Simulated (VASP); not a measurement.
# MnAs (rocksalt type): single point with PBE

Crystal: MnAs (rocksalt type).

```
Mn As
1.0
     0.00000    2.58299    2.58299
     2.58299    0.00000    2.58299
     2.58299    2.58299    0.00000
Mn As
1 1
Cartesian
  0.0000 0.0000 0.0000
  2.5830 2.5830 2.5830
```

```json
{"Program": "VASP 6.6.1", "Task": "single point", "Functional": "PBE", "Potentials or basis": "VASP PAW PBE potentials, release 64 (Mn_pv, As)", "Cutoff": "520 eV", "k mesh": "12 × 12 × 12", "Occupations": "fermi-dirac, width 0.08 eV", "Spin": "collinear spin, ferromagnetic start", "Starting moments": "[4.0, 0.0] μB", "Dipole correction": "no", "k mesh for the DOS": "18 × 18 × 18", "Occupations for the DOS": "tetrahedron", "Further INCAR settings": "ALGO = Normal; EDIFF = 1e-07"}
```

```json
{"Net moment": "3.68 μB per cell", "Site moments": "Mn +3.64; As -0.09 μB", "Valence electrons inside the program's atomic spheres": "Mn 11.50; As 2.81"}
```

Levels at points of the mesh, in eV from the Fermi level:
Spin up:
```tsv
k point	band 9	band 10	band 11	band 12	band 13	band 14
(0.00, 0.00, 0.00)	-2.85	0.90	0.90	0.90	4.89	9.57
(0.50, 0.00, 0.00)	-2.55	-2.06	2.89	2.89	4.07	5.97
(0.50, 0.50, 0.00)	-2.42	-1.81	-1.81	-1.44	1.71	5.87
```
Spin down:
```csv
k point,band 4,band 5,band 6,band 7,band 8,band 9,band 10,band 11
"(0.00, 0.00, 0.00)",-13.06,0.00,0.00,0.08,0.08,0.08,0.85,0.85
"(0.50, 0.00, 0.00)",-10.97,-6.13,-2.46,-2.46,1.02,1.02,1.36,4.30
"(0.50, 0.50, 0.00)",-10.70,-5.09,-1.71,-1.71,-1.10,0.41,1.32,1.32
```

It took 110 s on 1 thread of Intel(R) Xeon(R) Platinum 8559C (Emerald Rapids), with other jobs on the host, peak memory 0.29 GiB.

Caveat: a cell with one magnetic atom can't hold antiferromagnetic order, which such compounds often take.
